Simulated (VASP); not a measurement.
# Os (Im-3m) in VASP: notebook, part 2 of 2

VASP 6.6.1.

### 4 Single point, PBEsol (13.64 Å³/atom)

This run uses another cell than the first one, of 13.64 Å³/atom.

Contents of INCAR:

```
SYSTEM = Os
PREC = Accurate
ENCUT = 520
EDIFF = 1E-7
ISMEAR = -1
SIGMA = 0.05
LREAL = .False.
LASPH = .True.
NELM = 100
ALGO = Normal
ISIF = 2
LWAVE = .False.
LCHARG = .False.
GGA = PS
NBANDS = 10
```

Contents of KPOINTS:

```
Automatic mesh
0
Gamma
  19 19 19
  0 0 0
```

Contents of POSCAR:

```
Os
1.0
   -1.5050579777      1.5050579777      1.5050579777
    1.5050579777     -1.5050579777      1.5050579777
    1.5050579777      1.5050579777     -1.5050579777
Os
1
Direct
    0.0000000000      0.0000000000      0.0000000000
```

Potentials or basis: VASP PAW PBE potentials, release 64 (Os).

The run is started by

```sh
> cat potpaw_PBE.64/Os/POTCAR > POTCAR
> mpirun -np 1 vasp_std > vasp.out
```

OUTCAR:

```text
SYSTEM = Os
   PREC = Accurate
   ENCUT = 520
   EDIFF = 1E-7
   ISMEAR = -1
   LREAL = .False.
   LASPH = .True.
   NELM = 100
   ISIF = 2
   GGA = PS

 ion  position               nearest neighbor table
   1  0.000  0.000  0.000-

  LATTYP: Found a body centered cubic cell.
 ALAT       =     3.0101159554

  Lattice vectors:

 A1 = (  -1.5050579777,   1.5050579777,   1.5050579777)
 A2 = (   1.5050579777,  -1.5050579777,   1.5050579777)
 A3 = (   1.5050579777,   1.5050579777,  -1.5050579777)

Analysis of symmetry for initial positions (statically):
=====================================================================
 Subroutine PRICEL returns:
 Original cell was already a primitive cell.

 Routine SETGRP: Setting up the symmetry group for a
 body centered cubic supercell.

 Subroutine GETGRP returns: Found 48 space group operations
 (whereof 48 operations were pure point group operations)
 out of a pool of 48 trial point group operations.

The static configuration has the point symmetry O_h .

Analysis of symmetry for dynamics (positions and initial velocities):
=====================================================================
[... 156 lines left out ...]

 val. band max:       10.0281827027   @ k =   0.2105   0.1579   0.1053
 cond. band min:      10.0332785142   @ k =   0.2105   0.0000   0.0000
 fundamental gap:      0.0050958114
 Fermi energy:        10.0329294905

 k-point     1 :       0.0000    0.0000    0.0000
  band No.  band energies     occupation
      1      -1.5317      2.00000
      2       6.3515      2.00000
      3       6.3515      2.00000
      4       6.3515      2.00000
      5       9.9059      1.85385
      6       9.9059      1.85385
      7      26.2698      0.00000
      8      26.2698      0.00000
      9      26.2698      0.00000
     10      39.0440      0.00000
[... 287 lines left out ...]
 k-point    24 :       0.3158    0.1053    0.0000
  band No.  band energies     occupation
      1       2.1252      2.00000
      2       4.4860      2.00000
      3       6.7664      2.00000
      4       9.5475      1.99988
      5      10.6458      0.00001
      6      12.6682      0.00000
      7      22.2754      0.00000
      8      24.3648      0.00000
      9      29.0679      0.00000
     10      33.7217      0.00000

 [... further k-points ...]
[... 5 lines left out ...]
  --------------------------------------------------------------------------------------
  -------------------------------------------------------------------------------------
  Total        2.0129504      2.0129504      2.0129504      0.0000000      0.0000000     -0.0000000
  in kB      236.4960997    236.4960997    236.4960997      0.0000000      0.0000000     -0.0000000
  external PRESSURE =     236.4960997 kB  Pullay stress =       0.0000000 kB

 VOLUME and BASIS-vectors are now :
 -----------------------------------------------------------------------------
  energy-cutoff  :      520.00
  volume of cell :       13.64
      direct lattice vectors                 reciprocal lattice vectors
    -1.505057978  1.505057978  1.505057978     0.000000000  0.332213116  0.332213116
     1.505057978 -1.505057978  1.505057978     0.332213116  0.000000000  0.332213116
     1.505057978  1.505057978 -1.505057978     0.332213116  0.332213116  0.000000000

 POSITION                                       TOTAL-FORCE (eV/Angst)
 -----------------------------------------------------------------------------------
      0.00000      0.00000      0.00000        -0.000000      0.000000      0.000000
 -----------------------------------------------------------------------------------
    total drift:                                0.000000      0.000000      0.000000

  FREE ENERGIE OF THE ION-ELECTRON SYSTEM (eV)
  ---------------------------------------------------
  free  energy   TOTEN  =       -11.2671336016 eV

  energy  without entropy=      -11.2557998455  energy(sigma->0) =      -11.26146672
```

OSZICAR:

```text
N       E                     dE             d eps       ncg     rms          rms(c)
DAV:   1     0.368263522755E+02    0.36826E+02   -0.42537E+03  4488   0.751E+02
DAV:   2    -0.107928371784E+02   -0.47619E+02   -0.44767E+02  4512   0.202E+02
DAV:   3    -0.119084800906E+02   -0.11156E+01   -0.11063E+01  5144   0.286E+01
DAV:   4    -0.119116009357E+02   -0.31208E-02   -0.31204E-02  4864   0.165E+00
DAV:   5    -0.119116115560E+02   -0.10620E-04   -0.10620E-04  4994   0.884E-02    0.197E+01
DAV:   6    -0.114240184852E+02    0.48759E+00   -0.49857E-01  5238   0.546E+00    0.960E+00
DAV:   7    -0.112713224227E+02    0.15270E+00   -0.39780E-01  5500   0.464E+00    0.732E-01
DAV:   8    -0.112672888497E+02    0.40336E-02   -0.31765E-03  4708   0.564E-01    0.234E-01
DAV:   9    -0.112671396132E+02    0.14924E-03   -0.19953E-04  5088   0.147E-01    0.231E-02
DAV:  10    -0.112671336938E+02    0.59194E-05   -0.27609E-06  4758   0.214E-02    0.405E-03
DAV:  11    -0.112671336016E+02    0.92204E-07   -0.23041E-08  3086   0.225E-03
   1 F= -.11267134E+02 E0= -.11261467E+02  d E =-.113338E-01
```

stdout:

```text
POSCAR found type information on POSCAR Os
 POSCAR found :  1 types and       1 ions
 scaLAPACK will be used
 -----------------------------------------------------------------------------
|                                                                             |
|                                                                             |
|     You enforced a specific xc type in the INCAR file but a different       |
|     I HOPE YOU KNOW WHAT YOU ARE DOING!                                     |
|                                                                             |
 -----------------------------------------------------------------------------

 LDA part: xc-table for (Slater+PW92), standard interpolation
 POSCAR, INCAR and KPOINTS ok, starting setup
 FFT: planning ... GRIDC
 FFT: planning ... GRID_SOFT
 FFT: planning ... GRID
 WAVECAR not read
 entering main loop
```

It took 30 s on 1 thread of Intel Xeon 8259CL, shared host; peak memory 0.15 GiB.

Results:

```yaml
Free_energy: -11.2671 eV
Pressure: 23.6 GPa
Band_gap_on_the_k_mesh: zero (bands 4 and 5 overlap by 5.00 eV)
```

Levels at points of the mesh, in eV from the Fermi level:
| k point | band 2 | band 3 | band 4 | band 5 | band 6 | band 7 |
| --- | --- | --- | --- | --- | --- | --- |
| (0.00, 0.00, 0.00) | -3.68 | -3.68 | -3.68 | -0.13 | -0.13 | 16.24 |

Caveat: the cell stands under pressure; the PAW data sets were made with another functional, which shifts forces and pressure a little; spin-orbit coupling is left out, which moves the levels of the heavy elements.
